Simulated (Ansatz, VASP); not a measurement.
## CoO: VASP beside Ansatz

INCAR

```
SYSTEM = CoO
  ALGO = Fast
  EDIFF = 1E-6
  ENCUT = 520
  GGA = PS
  ISIF = 2
  ISMEAR = 0
  ISPIN = 2
  LASPH = .True.
  LCHARG = .False.
  LMAXMIX = 4
  LORBIT = 11
  LREAL = .False.
  LWAVE = .False.
  MAGMOM = 2.71 0.36
  NBANDS = 18
  NELM = 150
  PREC = Accurate
  SIGMA = 0.15
```

File KPOINTS:

```
k-points
0
Gamma
  24 24 24
  0 0 0
```

Contents of POSCAR:

```
CoO
1.0
   -1.6244439210      1.6244439210      1.8159729614
    1.6244439210     -1.6244439210      1.8159729614
    1.6244439210      1.6244439210     -1.8159729614
Co O
1 1
Direct
    0.0000000000      0.0000000000      0.0000000000
    0.5000000000      0.5000000000      0.0000000000
```

Input for Ansatz:

```yaml
crystal:
  lattice:
    - [-1.624443921, 1.624443921, 1.8159729614]
    - [1.624443921, -1.624443921, 1.8159729614]
    - [1.624443921, 1.624443921, -1.8159729614]
  atoms:
    - { symbol: Co, position: [0.0, 0.0, 0.0], spin: 2.71 }
    - { symbol: O, position: [0.5, 0.5, 0.0], spin: 0.36 }
basis:
  ecutwfc: 420
kpoints:
  mp_grid: { grid: [24, 24, 24] }
hamiltonian:
  xc: pbesol
scf:
  occupations: { method: gaussian, width: 0.15 }
output:
  forces: true
  stress: true
  eigenvalues: true
  populations: true
magnetization:
  spin_polarized: true
```

Alike in both runs: task single point; functional PBEsol; k mesh 24 × 24 × 24; occupations gaussian, width 0.15 eV; collinear spin.

|  | VASP | Ansatz |
| --- | --- | --- |
| version | VASP 6.6.1 | Ansatz 0.2.0 |
| potentials or method | VASP PAW PBE potentials, release 64 (Co, O), cutoff 520 eV | scalar-relativistic, plane waves, PAW |
| valence electrons in the cell | 15 | 23 |

```csv
,VASP,Ansatz,Ansatz less VASP
gap on the k mesh at the Fermi level (eV),none,none,-
pressure (GPa),6.3,7.0,+0.72
"traceless stress, the component that is largest in VASP (GPa)",19.58,19.50,-0.078
net moment per atom (μB),1.33,1.34,+0.008
size of the moment on the site where the two differ most (μB),2.30,2.10,-0.195
```

VASP's potentials were made for PBE, not for PBEsol. Site moments also hang on the region over which each program counts them. A gap of «none» marks a metal or a gap that the smearing closes. VASP's potentials hold 15 valence electrons a cell and Ansatz's 23, so a difference there can come from the potentials and not from the codes.
